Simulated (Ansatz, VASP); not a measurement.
# Two plane-wave programs on CdTe

```
CELL_PARAMETERS angstrom
0.00000 3.15557 3.15557
3.15557 0.00000 3.15557
3.15557 3.15557 0.00000
ATOMIC_POSITIONS crystal
Cd 0.00000 0.00000 0.00000
Te 0.25000 0.25000 0.25000
```

Alike in both runs: task single point; functional PBEsol; k mesh 10 × 10 × 10; occupations gaussian, width 0.05 eV; no spin polarisation.

|  | VASP | Ansatz |
| --- | --- | --- |
| version | VASP 6.6.1 | Ansatz 0.2.0 |
| potentials or method | VASP PAW PBE potentials, release 64 (Cd, Te), cutoff 520 eV | scalar-relativistic, plane waves, PAW |
| valence electrons in the cell | 18 | 36 |

|  | VASP | Ansatz | Ansatz less VASP |
| --- | --- | --- | --- |
| gap on the k mesh at the Fermi level (eV) | 0.90 | 0.90 | -0.006 |
| least direct gap on the mesh (eV) | 0.90 | 0.90 | -0.006 |
| pressure (GPa) | 4.4 | 4.2 | -0.23 |

VASP's potentials were made for PBE, not for PBEsol. With one functional, cell and mesh, what is left measures potentials, basis and numerics. VASP's potentials hold 18 valence electrons a cell and Ansatz's 36, so a difference there can come from the potentials and not from the codes.

Spin-orbit coupling is off throughout.
